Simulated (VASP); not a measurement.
# Cu (I4/mmm) in VASP: a series of runs

The runs below take Cu through single point, relaxation of cell and atoms, with r2SCAN+D4, r2SCAN, PBEsol, LDA.

Everything below comes from runs of VASP 6.6.1. Logs are shortened: lines on timing, memory, paths and dates and some standing lists are left out, and cuts for length are marked.

## Step 1: The cell of the first run

Symmetry: I4/mmm, No. 139, tetragonal system. The conventional cell has a = 2.870 Å, b = 2.870 Å, c = 2.748 Å, α = 90.00°, β = 90.00°, γ = 90.00°. Cu (site symmetry 4/mmm) has 14 Cu at 2.45 to 2.87 Å within 3.2 Å.

## Step 2: Single point, r2SCAN+D4

File POSCAR:

```
Cu
1.0
   -1.4351952911      1.4351952911      1.3742370826
    1.4351952911     -1.4351952911      1.3742370826
    1.4351952911      1.4351952911     -1.3742370826
Cu
1
Direct
    0.0000000000      0.0000000000      0.0000000000
```

File INCAR.step1:

```
SYSTEM = Cu
PREC = Accurate
ENCUT = 520
ISMEAR = -1
SIGMA = 0.1
LREAL = .FALSE.
LASPH = .TRUE.
NELM = 80
NBANDS = 12
GGA = PE
ALGO = Normal
EDIFF = 1E-4
LWAVE = .TRUE.
LCHARG = .FALSE.
```

File INCAR.step2:

```
SYSTEM = Cu
PREC = Accurate
ENCUT = 520
EDIFF = 1E-6
ISMEAR = -1
SIGMA = 0.1
LREAL = .FALSE.
LASPH = .TRUE.
NELM = 80
ALGO = Normal
ISIF = 2
LWAVE = .FALSE.
LCHARG = .TRUE.
METAGGA = R2SCAN
LMIXTAU = .TRUE.
IVDW = 13
VDW_S6 = 1.0
VDW_S8 = 0.6018749
VDW_A1 = 0.51559235
VDW_A2 = 5.77342911
LELF = .TRUE.
LVHAR = .TRUE.
NBANDS = 12
ISTART = 1
```

File KPOINTS:

```
Automatic mesh
0
G
  15 15 15
  0 0 0
```

Potentials or basis: VASP PAW PBE potentials, release 64 (Cu).

Started as:

```sh
> cat potpaw_PBE.64/Cu/POTCAR > POTCAR
> cp INCAR.step1 INCAR
> mpirun -np 1 vasp_std > vasp.out
> cp INCAR.step2 INCAR
> mpirun -np 1 vasp_std > vasp.out
```

OUTCAR:

```text
SYSTEM = Cu
   PREC = Accurate
   ENCUT = 520
   EDIFF = 1E-6
   ISMEAR = -1
   LREAL = .FALSE.
   LASPH = .TRUE.
   NELM = 80
   ISIF = 2
   METAGGA = R2SCAN
   IVDW = 13
   ISTART = 1

 ion  position               nearest neighbor table
   1  0.000  0.000  0.000-

  LATTYP: Found a body centered tetragonal cell.
 ALAT       =     2.8703905822
 C/A-ratio  =     0.9575261925

  Lattice vectors:

 A1 = (  -1.4351952911,   1.4351952911,   1.3742370826)
 A2 = (   1.4351952911,  -1.4351952911,   1.3742370826)
 A3 = (   1.4351952911,   1.4351952911,  -1.3742370826)

Analysis of symmetry for initial positions (statically):
=====================================================================
 Subroutine PRICEL returns:
 Original cell was already a primitive cell.

 Routine SETGRP: Setting up the symmetry group for a
 body centered tetragonal supercell.

 Subroutine GETGRP returns: Found 16 space group operations
 (whereof 16 operations were pure point group operations)
 out of a pool of 16 trial point group operations.

The static configuration has the point symmetry D_4h.

Analysis of symmetry for dynamics (positions and initial velocities):
=====================================================================
 Subroutine PRICEL returns:
 Original cell was already a primitive cell.

 Routine SETGRP: Setting up the symmetry group for a
 body centered tetragonal supercell.

 Subroutine GETGRP returns: Found 16 space group operations
 (whereof 16 operations were pure point group operations)
 out of a pool of 16 trial point group operations.

The dynamic configuration has the point symmetry D_4h.

 Subroutine INISYM returns: Found 16 space group operations
 (whereof 16 operations are pure point group operations),
 and found     1 'primitive' translations

----------------------------------------------------------------------------------------

                                     Primitive cell

  volume of cell :      11.3225

  direct lattice vectors                    reciprocal lattice vectors
    -1.435195291  1.435195291  1.374237083     0.000000000  0.348384644  0.363838239
     1.435195291 -1.435195291  1.374237083     0.348384644  0.000000000  0.363838239
     1.435195291  1.435195291 -1.374237083     0.348384644  0.348384644  0.000000000

  length of vectors
     2.451142306  2.451142306  2.451142306     0.503736165  0.503736165  0.492690288

  position of ions in fractional coordinates (direct lattice)
     0.000000000  0.000000000  0.000000000

  ion indices of the primitive-cell ions
   primitive index   ion index
                 1           1

----------------------------------------------------------------------------------------

 KPOINTS: Automatic mesh

Automatic generation of k-mesh.
 Grid dimensions read from file:
 generate k-points for:   15   15   15

 Generating k-lattice:

  Cartesian coordinates                     Fractional coordinates (reciprocal lattice)
     0.000000000  0.023225643  0.024255883     0.066666667  0.000000000  0.000000000
     0.023225643  0.000000000  0.024255883     0.000000000  0.066666667  0.000000000
     0.023225643  0.023225643  0.000000000     0.000000000  0.000000000  0.066666667

  Length of vectors
     0.033582411  0.033582411  0.032846019

  Shift w.r.t. Gamma in fractional coordinates (k-lattice)
     0.000000000  0.000000000  0.000000000

 Subroutine IBZKPT returns following result:
 ===========================================

 Found    288 irreducible k-points:

 Following reciprocal coordinates:
            Coordinates               Weight
  0.000000  0.000000  0.000000      1.000000
  0.066667  0.000000 -0.000000      8.000000
  0.133333  0.000000 -0.000000      8.000000
  0.200000  0.000000  0.000000      8.000000
  0.266667  0.000000 -0.000000      8.000000
  0.333333 -0.000000  0.000000      8.000000
[... 16 lines left out ...]
  0.133333  0.133333 -0.000000      8.000000
  0.200000  0.133333 -0.000000     16.000000
 [... further k-points ...]
   k-points           NKPTS =    288   k-points in BZ     NKDIM =    288   number of bands    NBANDS=     12
   number of dos      NEDOS =    301   number of ions     NIONS =      1
   total plane-waves  NPLWV =   5832
   dimension x,y,z NGX =    18 NGY =   18 NGZ =   18
   dimension x,y,z NGXF=    36 NGYF=   36 NGZF=   36
   ions per type =               1
   NGX,Y,Z   is equivalent  to a cutoff of  12.21, 12.21, 12.21 a.u.
   NGXF,Y,Z  is equivalent  to a cutoff of  24.42, 24.42, 24.42 a.u.
 SYSTEM =  Cu
   PREC   = accura    normal or accurate (medium, high low for compatibility)
   ISTART =      1    job   : 0-new  1-cont  2-samecut
   ICHARG =      0    charge: 1-file 2-atom 10-const
   ISPIN  =      1    spin polarized calculation?
   LNONCOLLINEAR =      F non collinear calculations
   LSORBIT =      F    spin-orbit coupling
   LASPH  =      T    aspherical Exc in radial PAW
   ENCUT  =  520.0 eV  38.22 Ry    6.18 a.u.   4.56  4.56  4.56*2*pi/ulx,y,z
   NELM   =     80;   NELMIN=  2; NELMDL=  0     # of ELM steps
   EDIFF  = 0.1E-05   stopping-criterion for ELM
   LREAL  =      F    real-space projection
   EDIFFG = 0.1E-04   stopping-criterion for IOM
   NSW    =      0    number of steps for IOM
   IBRION =     -1    ionic relax: 0-MD 1-quasi-New 2-CG
   NFREE  =      0    steps in history (QN), initial steepest desc. (CG)
   ISIF   =      2    stress and relaxation
   ISYM   =      2    0-nonsym 1-usesym 2-fastsym
   POTIM  = 0.5000    time-step for ionic-motion
   TEBEG  =    0.0;   TEEND  =   0.0 temperature during run
   PSTRESS=    0.0 pullay stress
   NELECT =      11.0000    total number of electrons
   NUPDOWN=      -1.0000    fix difference up-down
   EMIN   =  10.00;   EMAX   =-10.00  energy-range for DOS
   EFERMI =   0.00;   METHOD = LEGACY
   ISMEAR =    -1;   SIGMA  =   0.10  broadening in eV -4-tet -1-fermi 0-gaus
   EFERMI_NEDOS =   21; number of points for ismear=-14 and -15
   IALGO  =     38    algorithm
   IMIX   =      4    mixing-type and parameters
     AMIX     =   0.40;   BMIX     =  1.00
     AMIX_MAG =   1.60;   BMIX_MAG =  1.00
  volume/ion in A,a.u.               =      11.32        76.41
  Fermi-wavevector in a.u.,A,eV,Ry     =   1.621404  3.064009 35.769038  2.628950
  Thomas-Fermi vector in A             =   2.715185
   LORBIT       =      0    0 simple, 1 ext, 2 COOP (PROOUT), +10 PAW based schemes
   METAGGA = R2SCAN    functional components
   LHFCALC =     F    Hartree Fock is set to
   AEXX    =    0.0000 exact exchange contribution
   IVDW    =    13    specifies the selected vdW correction
   LEPSILON=     F    determine dielectric tensor
   LRPA    =     F    only Hartree local field effects (RPA)
 non-spin polarized calculation
  energy-cutoff  :      520.00
  volume of cell :       11.32
 maximum number of plane-waves:       321
   NGX =  9   NGY =  9   NGZ =  9

 number of electron      11.0000001 magnetization

 Free energy of the ion-electron system (eV)
  ---------------------------------------------------
  ext. energy  EPLUGINS =         0.00000000
  ---------------------------------------------------
  free energy    TOTEN  =       -10.79750162 eV

  energy without entropy =      -10.78923231  energy(sigma->0) =      -10.79336696

 E-fermi :   7.8876     XC(G=0): -14.0338

 val. band max:        7.8290519238   @ k =  -0.3333   0.4667   0.0667
 cond. band min:       7.8976575349   @ k =  -0.2000   0.4667   0.0667
 fundamental gap:      0.0686056112
 Fermi energy:         7.8875933358

 k-point     1 :       0.0000    0.0000    0.0000
  band No.  band energies     occupation
      1      -2.0749      2.00000
      2       4.4617      2.00000
      3       4.6426      2.00000
      4       4.6428      2.00000
      5       5.5478      2.00000
      6       5.7367      2.00000
      7      33.9466      0.00000
      8      33.9467      0.00000
      9      35.1449      0.00000
     10      38.3060      0.00000
     11      38.5462      0.00000
     12      38.5463      0.00000

 k-point     2 :       0.0667    0.0000   -0.0000
  band No.  band energies     occupation
      1      -1.8885      2.00000
      2       4.4678      2.00000
      3       4.6376      2.00000
      4       4.6708      2.00000
      5       5.5470      2.00000
      6       5.7105      2.00000
      7      32.7100      0.00000
      8      33.4901      0.00000
      9      33.9513      0.00000
     10      36.4039      0.00000
     11      36.9489      0.00000
     12      37.5150      0.00000

 k-point     3 :       0.1333    0.0000   -0.0000
  band No.  band energies     occupation
      1      -1.3394      2.00000
      2       4.3980      2.00000
      3       4.6108      2.00000
      4       4.8427      2.00000
      5       5.5394      2.00000
      6       5.6655      2.00000
      7      29.3333      0.00000
      8      32.1568      0.00000
      9      32.5459      0.00000
     10      34.1139      0.00000
     11      35.6947      0.00000
     12      37.6314      0.00000
[... 286 lines left out ...]
 k-point    23 :       0.1333    0.1333   -0.0000
  band No.  band energies     occupation
      1       0.0676      2.00000
      2       4.2484      2.00000
      3       4.3734      2.00000
      4       5.4006      2.00000
      5       5.4773      2.00000
      6       5.7340      2.00000
      7      25.4092      0.00000
      8      26.2367      0.00000
      9      29.8018      0.00000
     10      34.0117      0.00000
     11      36.4470      0.00000
     12      38.1072      0.00000

 k-point    24 :       0.2000    0.1333   -0.0000
  band No.  band energies     occupation
      1       1.1315      2.00000
      2       4.1155      2.00000
      3       4.2742      2.00000
      4       5.4542      2.00000
      5       5.7953      2.00000
      6       5.9072      2.00000
      7      22.0928      0.00000
      8      24.4232      0.00000
      9      28.3855      0.00000
     10      33.5876      0.00000
     11      36.7947      0.00000
     12      38.6794      0.00000

 [... further k-points ...]

------------------------ aborting loop because EDIFF is reached ----------------------------------------

  DFT-D4 for vdW energy calculation

  Edisp (eV):   -0.20041

  FORCE on cell =-STRESS in cart. coord.  units (eV):
  Direction    XX          YY          ZZ          XY          YZ          ZX
  --------------------------------------------------------------------------------------
  -------------------------------------------------------------------------------------
  Total       0.04887     0.04887     0.03930     0.00000     0.00000     0.00000
  in kB       6.91469     6.91469     5.56100     0.00000     0.00000     0.00000
  external pressure =        6.46 kB  Pullay stress =        0.00 kB

 VOLUME and BASIS-vectors are now :
 -----------------------------------------------------------------------------
  energy-cutoff  :      520.00
  volume of cell :       11.32
      direct lattice vectors                 reciprocal lattice vectors
    -1.435195291  1.435195291  1.374237083     0.000000000  0.348384644  0.363838239
     1.435195291 -1.435195291  1.374237083     0.348384644  0.000000000  0.363838239
     1.435195291  1.435195291 -1.374237083     0.348384644  0.348384644  0.000000000

 POSITION                                       TOTAL-FORCE (eV/Angst)
 -----------------------------------------------------------------------------------
      0.00000      0.00000      0.00000        -0.000000     -0.000000     -0.000000
 -----------------------------------------------------------------------------------
    total drift:                                0.000000     -0.000000      0.000000

  FREE ENERGIE OF THE ION-ELECTRON SYSTEM (eV)
  ---------------------------------------------------
  free  energy   TOTEN  =       -10.9979079652 eV

  energy  without entropy=      -10.9896386513  energy(sigma->0) =      -10.99377331
```

It took 82 s on 1 thread of AMD EPYC 9R45 (Zen 5), shared host; peak memory 0.12 GiB.

Results:

- Free energy: -10.9979 eV
- Pressure: 0.6 GPa
- Dispersion energy per atom: -0.200 eV

Stress tensor (GPa, compression positive):
```
0.69 0.00 0.00
0.00 0.69 0.00
0.00 0.00 0.56
```

Caveat: the PAW data sets were made with another functional, which shifts forces and pressure a little; pairwise dispersion overbinds metals, which lowers pressure and volume.

(Continued in part 2 of 3.)
